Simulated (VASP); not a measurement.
# Se (R-3) in VASP: further runs

Se is run at these levels: r2SCAN; tasks: single point.

Program: VASP 6.6.1. These are calculated values, not measurements. Logs are shortened: lines on timing, memory, paths and dates and some standing lists are left out, and cuts for length are marked.

## Step 1: The cell of the first run

Symmetry: R-3, No. 148, trigonal system. The conventional cell has a = 11.368 Å, b = 11.368 Å, c = 4.777 Å, α = 90.00°, β = 90.00°, γ = 120.00°. Within 3.1 Å of Se (site symmetry 1) lie 2 Se at 2.37 Å.

## Step 2: Single point, r2SCAN

POSCAR reads:

```
Se
1.0
    5.6838113956      3.2815500393      1.5923534641
   -5.6838113956      3.2815500393      1.5923534641
    0.0000000000     -6.5631000786      1.5923534640
Se
6
Direct
    0.2735102631      0.1520365550      0.9084285713
    0.9084285713      0.2735102631      0.1520365550
    0.1520365550      0.9084285713      0.2735102631
    0.7264897369      0.8479634450      0.0915714287
    0.0915714287      0.7264897369      0.8479634450
    0.8479634450      0.0915714287      0.7264897369
```

INCAR.step1 reads:

```
PREC = Accurate ; ENCUT = 550
ISMEAR = -1 ; SIGMA = 0.05
LREAL = F ; LASPH = T
NELM = 120 ; NBANDS = 27
GGA = PE ; ALGO = Normal
EDIFF = 1E-5 ; LWAVE = T
LCHARG = F ; GGA_COMPAT = F
```

INCAR.step2 reads:

```
PREC = Accurate ; ENCUT = 550
EDIFF = 1E-6 ; ISMEAR = -1
SIGMA = 0.05 ; LREAL = F
LASPH = T ; NELM = 120
ALGO = Normal ; ISIF = 2
LWAVE = F ; LCHARG = T
METAGGA = R2SCAN ; LMIXTAU = T
LELF = T ; LVHAR = T
NBANDS = 27 ; ISTART = 1
GGA_COMPAT = F
```

KPOINTS reads:

```
Automatic mesh
0
Gamma
  4 4 4
```

Potentials or basis: VASP PAW PBE potentials, release 64 (Se).

The run is started by

```
> cat potpaw_PBE.64/Se/POTCAR > POTCAR
> cp INCAR.step1 INCAR
> mpirun -np 1 vasp_std > vasp.out
> cp INCAR.step2 INCAR
> mpirun -np 1 vasp_std > vasp.out
```

OUTCAR:

```text
PREC = Accurate
   ENCUT = 550
   EDIFF = 1E-6
   ISMEAR = -1
   LREAL = F
   LASPH = T
   NELM = 120
   ISIF = 2
   METAGGA = R2SCAN
   ISTART = 1

 ion  position               nearest neighbor table
   1  0.274  0.152  0.908-   6 2.37   5 2.37
   2  0.908  0.274  0.152-   6 2.37   4 2.37
   3  0.152  0.908  0.274-   4 2.37   5 2.37
   4  0.726  0.848  0.092-   3 2.37   2 2.37
   5  0.092  0.726  0.848-   3 2.37   1 2.37
   6  0.848  0.092  0.726-   1 2.37   2 2.37

  LATTYP: Found a trigonal (rhomboedric) cell.
 ALAT       =     6.7535081399
 COS(alpha) =    -0.4166105023

  Lattice vectors:

 A1 = (   5.6838113956,   3.2815500393,   1.5923534641)
 A2 = (  -5.6838113956,   3.2815500393,   1.5923534641)
 A3 = (   0.0000000000,  -6.5631000786,   1.5923534640)

Analysis of symmetry for initial positions (statically):
=====================================================================
 Subroutine PRICEL returns:
 Original cell was already a primitive cell.

 Routine SETGRP: Setting up the symmetry group for a
 trigonal (rhombohedral) supercell.

 Subroutine GETGRP returns: Found  6 space group operations
 (whereof  6 operations were pure point group operations)
 out of a pool of 12 trial point group operations.

The static configuration has the point symmetry S_6 .

Analysis of symmetry for dynamics (positions and initial velocities):
=====================================================================
 Subroutine PRICEL returns:
 Original cell was already a primitive cell.

 Routine SETGRP: Setting up the symmetry group for a
 trigonal (rhombohedral) supercell.

 Subroutine GETGRP returns: Found  6 space group operations
 (whereof  6 operations were pure point group operations)
 out of a pool of 12 trial point group operations.

The dynamic configuration has the point symmetry S_6 .

 Subroutine INISYM returns: Found  6 space group operations
 (whereof  6 operations are pure point group operations),
 and found     1 'primitive' translations

----------------------------------------------------------------------------------------

                                     Primitive cell

  volume of cell :     178.2007

  direct lattice vectors                    reciprocal lattice vectors
     5.683811396  3.281550039  1.592353464     0.087969140  0.050789007  0.209333757
    -5.683811396  3.281550039  1.592353464    -0.087969140  0.050789007  0.209333757
     0.000000000 -6.563100079  1.592353464     0.000000000 -0.101578013  0.209333757

  length of vectors
     6.753508140  6.753508140  6.753508140     0.232677276  0.232677276  0.232677276

  position of ions in fractional coordinates (direct lattice)
     0.273510263  0.152036555  0.908428571
     0.908428571  0.273510263  0.152036555
     0.152036555  0.908428571  0.273510263
     0.726489737  0.847963445  0.091571429
     0.091571429  0.726489737  0.847963445
     0.847963445  0.091571429  0.726489737

  ion indices of the primitive-cell ions
   primitive index   ion index
                 1           1
                 2           2
                 3           3
                 4           4
                 5           5
                 6           6

----------------------------------------------------------------------------------------

 KPOINTS: Automatic mesh

Automatic generation of k-mesh.
 Grid dimensions read from file:
 generate k-points for:    4    4    4

 Generating k-lattice:

  Cartesian coordinates                     Fractional coordinates (reciprocal lattice)
     0.021992285  0.012697252  0.052333439     0.250000000  0.000000000  0.000000000
    -0.021992285  0.012697252  0.052333439     0.000000000  0.250000000  0.000000000
     0.000000000 -0.025394503  0.052333439     0.000000000  0.000000000  0.250000000

  Length of vectors
     0.058169319  0.058169319  0.058169319

  Shift w.r.t. Gamma in fractional coordinates (k-lattice)
     0.000000000  0.000000000  0.000000000

 Subroutine IBZKPT returns following result:
 ===========================================

 Found     14 irreducible k-points:

 Following reciprocal coordinates:
            Coordinates               Weight
  0.000000  0.000000  0.000000      1.000000
  0.250000 -0.000000  0.000000      6.000000
  0.500000 -0.000000  0.000000      3.000000
  0.250000  0.250000  0.000000      6.000000
  0.500000  0.250000 -0.000000      6.000000
  0.500000  0.000000 -0.250000      6.000000
 -0.250000  0.250000  0.000000      6.000000
  0.500000  0.500000  0.000000      3.000000
  0.250000  0.250000  0.250000      2.000000
  0.500000  0.250000  0.250000      6.000000
 -0.250000  0.250000  0.250000      6.000000
  0.500000  0.500000  0.250000      6.000000
 -0.250000  0.500000  0.250000      6.000000
  0.500000  0.500000  0.500000      1.000000
   k-points           NKPTS =     14   k-points in BZ     NKDIM =     14   number of bands    NBANDS=     27
   number of dos      NEDOS =    301   number of ions     NIONS =      6
   total plane-waves  NPLWV = 157464
   dimension x,y,z NGX =    54 NGY =   54 NGZ =   54
   dimension x,y,z NGXF=   108 NGYF=  108 NGZF=  108
   ions per type =               6
   NGX,Y,Z   is equivalent  to a cutoff of  13.29, 13.29, 13.29 a.u.
   NGXF,Y,Z  is equivalent  to a cutoff of  26.59, 26.59, 26.59 a.u.
 SYSTEM =  unknown system
   PREC   = accura    normal or accurate (medium, high low for compatibility)
   ISTART =      1    job   : 0-new  1-cont  2-samecut
   ICHARG =      0    charge: 1-file 2-atom 10-const
   ISPIN  =      1    spin polarized calculation?
   LNONCOLLINEAR =      F non collinear calculations
   LSORBIT =      F    spin-orbit coupling
   LASPH  =      T    aspherical Exc in radial PAW
   ENCUT  =  550.0 eV  40.42 Ry    6.36 a.u.  12.91 12.91 12.91*2*pi/ulx,y,z
   NELM   =    120;   NELMIN=  2; NELMDL=  0     # of ELM steps
   EDIFF  = 0.1E-05   stopping-criterion for ELM
   LREAL  =      F    real-space projection
   EDIFFG = 0.1E-04   stopping-criterion for IOM
   NSW    =      0    number of steps for IOM
   IBRION =     -1    ionic relax: 0-MD 1-quasi-New 2-CG
   NFREE  =      0    steps in history (QN), initial steepest desc. (CG)
   ISIF   =      2    stress and relaxation
   ISYM   =      2    0-nonsym 1-usesym 2-fastsym
   POTIM  = 0.5000    time-step for ionic-motion
   TEBEG  =    0.0;   TEEND  =   0.0 temperature during run
   PSTRESS=    0.0 pullay stress
   NELECT =      36.0000    total number of electrons
   NUPDOWN=      -1.0000    fix difference up-down
   EMIN   =  10.00;   EMAX   =-10.00  energy-range for DOS
   EFERMI =   0.00;   METHOD = LEGACY
   ISMEAR =    -1;   SIGMA  =   0.05  broadening in eV -4-tet -1-fermi 0-gaus
   EFERMI_NEDOS =   21; number of points for ismear=-14 and -15
   IALGO  =     38    algorithm
   IMIX   =      4    mixing-type and parameters
     AMIX     =   0.40;   BMIX     =  1.00
     AMIX_MAG =   1.60;   BMIX_MAG =  1.00
  volume/ion in A,a.u.               =      29.70       200.43
  Fermi-wavevector in a.u.,A,eV,Ry     =   0.960593  1.815257 12.554612  0.922738
  Thomas-Fermi vector in A             =   2.089890
   LORBIT       =      0    0 simple, 1 ext, 2 COOP (PROOUT), +10 PAW based schemes
   METAGGA = R2SCAN    functional components
   LHFCALC =     F    Hartree Fock is set to
   AEXX    =    0.0000 exact exchange contribution
   IVDW    =     0    specifies the selected vdW correction
   LEPSILON=     F    determine dielectric tensor
   LRPA    =     F    only Hartree local field effects (RPA)
 non-spin polarized calculation
  energy-cutoff  :      550.00
  volume of cell :      178.20
 maximum number of plane-waves:      5245
 NGX is ok and might be reduce to    54
   NGX = 25   NGY = 25   NGZ = 25

 number of electron      36.0000000 magnetization

 Free energy of the ion-electron system (eV)
  ---------------------------------------------------
  ext. energy  EPLUGINS =         0.00000000
  ---------------------------------------------------
  free energy    TOTEN  =       -85.72598196 eV

  energy without entropy =      -85.72598195  energy(sigma->0) =      -85.72598196

 E-fermi :   2.1212     XC(G=0):  -8.8078

 val. band max:        1.2528648071   @ k =  -0.2500   0.5000   0.2500
 cond. band min:       2.9865346018   @ k =  -0.2500   0.2500   0.2500
 fundamental gap:      1.7336697947
 Fermi energy:         2.1212417800

 k-point     1 :       0.0000    0.0000    0.0000
  band No.  band energies     occupation
      1     -14.7631      2.00000
      2     -13.0550      2.00000
      3     -13.0550      2.00000
      4     -10.6559      2.00000
      5     -10.6559      2.00000
      6      -9.0003      2.00000
[... 19 lines left out ...]
     26       8.2753      0.00000
     27       8.2753      0.00000

 k-point     2 :       0.2500   -0.0000    0.0000
  band No.  band energies     occupation
      1     -14.6486      2.00000
      2     -13.1773      2.00000
      3     -13.0748      2.00000
      4     -10.6994      2.00000
      5     -10.5033      2.00000
      6      -9.0164      2.00000
[... 19 lines left out ...]
     26       8.4426      0.00000
     27       8.8648      0.00000

 k-point     3 :       0.5000   -0.0000    0.0000
  band No.  band energies     occupation
      1     -14.5134      2.00000
      2     -13.3132      2.00000
      3     -13.0953      2.00000
      4     -10.7368      2.00000
      5     -10.3468      2.00000
      6      -9.0644      2.00000
[... 294 lines left out ...]
      1     -14.4350      2.00000
      2     -13.3202      2.00000
      3     -13.2024      2.00000
      4     -10.7390      2.00000
      5     -10.5791      2.00000
      6      -8.6845      2.00000
[... 19 lines left out ...]
     26       9.4201      0.00000
     27       9.6861      0.00000

 k-point    14 :       0.5000    0.5000    0.5000
  band No.  band energies     occupation
      1     -14.3402      2.00000
      2     -13.3271      2.00000
      3     -13.3271      2.00000
      4     -10.7408      2.00000
      5     -10.7408      2.00000
      6      -8.3629      2.00000
[... 19 lines left out ...]
     26       9.1072      0.00000
     27       9.6814      0.00000

------------------------ aborting loop because EDIFF is reached ----------------------------------------

  FORCE on cell =-STRESS in cart. coord.  units (eV):
  Direction    XX          YY          ZZ          XY          YZ          ZX
  --------------------------------------------------------------------------------------
  -------------------------------------------------------------------------------------
  Total       -0.0492733     -0.0492733     -0.0035373      0.0000011     -0.0000000      0.0000000
  in kB       -0.4430097     -0.4430097     -0.0318038      0.0000103     -0.0000000      0.0000000
  external PRESSURE =      -0.3059410 kB  Pullay stress =       0.0000000 kB

 VOLUME and BASIS-vectors are now :
 -----------------------------------------------------------------------------
  energy-cutoff  :      550.00
  volume of cell :      178.20
      direct lattice vectors                 reciprocal lattice vectors
     5.683811396  3.281550039  1.592353464     0.087969140  0.050789007  0.209333757
    -5.683811396  3.281550039  1.592353464    -0.087969140  0.050789007  0.209333757
     0.000000000 -6.563100079  1.592353464     0.000000000 -0.101578013  0.209333757

 POSITION                                       TOTAL-FORCE (eV/Angst)
 -----------------------------------------------------------------------------------
      0.69043     -4.56565      2.12416        -0.000939     -0.003058     -0.000304
      3.60876      2.88076      2.12416         0.003118      0.000716     -0.000304
     -4.29919      1.68489      2.12416        -0.002179      0.002342     -0.000304
     -0.69043      4.56565      2.65290         0.000939      0.003058      0.000304
     -3.60876     -2.88076      2.65290        -0.003118     -0.000716      0.000304
      4.29919     -1.68489      2.65290         0.002179     -0.002342      0.000304
 -----------------------------------------------------------------------------------
    total drift:                                0.000000     -0.000000      0.000000

  FREE ENERGIE OF THE ION-ELECTRON SYSTEM (eV)
  ---------------------------------------------------
  free  energy   TOTEN  =       -85.7259819630 eV

  energy  without entropy=      -85.7259819484  energy(sigma->0) =      -85.72598196
```

Wall time 5 min (1 thread of AMD EPYC 9R45 (Zen 5), shared host); peak memory 0.39 GiB.

Results:

| Item | Value |
| --- | --- |
| Free energy | -85.7260 eV |
| Pressure | 0.0 GPa |
| Largest force | 0.003 eV/Å |
| Band gap on the k mesh | 1.73 eV (least direct gap 1.96 eV) |

Forces in eV/Å, atoms in the order of the input:
```
Se  -0.001 -0.003  0.000
Se   0.003  0.001  0.000
Se  -0.002  0.002  0.000
Se   0.001  0.003  0.000
Se  -0.003 -0.001  0.000
Se   0.002 -0.002  0.000
```

Caveat: the PAW data sets were made with another functional, which shifts forces and pressure a little. A k mesh can miss the band edges.

## Step 3: Single point, r2SCAN

POSCAR is that of step 2.

INCAR.step1 reads:

```
PREC = Accurate
ENCUT = 550
ISMEAR = -1
SIGMA = 0.05
LREAL = False
LASPH = True
NELM = 120
NBANDS = 27
GGA = PE
ALGO = Normal
EDIFF = 1E-5
LWAVE = True
LCHARG = False
GGA_COMPAT = False
```

INCAR.step2 reads:

```
PREC = Accurate
ENCUT = 550
EDIFF = 1E-6
ISMEAR = -1
SIGMA = 0.05
LREAL = False
LASPH = True
NELM = 120
ALGO = Normal
ISIF = 2
LWAVE = False
LCHARG = True
METAGGA = R2SCAN
LMIXTAU = True
LELF = True
LVHAR = True
NBANDS = 27
ISTART = 1
GGA_COMPAT = False
```

KPOINTS reads:

```
Automatic mesh
0
Gamma
  7 7 7
```

Potentials or basis: VASP PAW PBE potentials, release 64 (Se).

The run is started by

```
> cat potpaw_PBE.64/Se/POTCAR > POTCAR
> cp INCAR.step1 INCAR
> mpirun -np 1 vasp_std > vasp.out
> cp INCAR.step2 INCAR
> mpirun -np 1 vasp_std > vasp.out
```

It took 18 min on 1 thread of AMD EPYC 9R45 (Zen 5), shared host; peak memory 0.53 GiB.

The run converged. Its results:

| Item | Value |
| --- | --- |
| Free energy | -85.7255 eV |
| Pressure | 0.0 GPa |
| Largest force | 0.004 eV/Å |
| Band gap on the k mesh | 1.68 eV (least direct gap 1.92 eV) |

Forces in eV/Å, atoms in the order of the input:
```
Se  -0.002 -0.004  0.000
Se   0.004  0.000  0.000
Se  -0.002  0.004  0.000
Se   0.002  0.004  0.000
Se  -0.004  0.000  0.000
Se   0.002 -0.004  0.000
```

Levels at points of the mesh, in eV from the valence-band top:
```csv
k point,band 15,band 16,band 17,band 18,band 19,band 20,band 21,band 22
"(0.00, 0.00, 0.00)",-0.60,-0.60,-0.50,-0.50,2.20,2.20,2.97,3.28
```

Caveat: the PAW data sets were made with another functional, which shifts forces and pressure a little. A k mesh can miss the band edges.
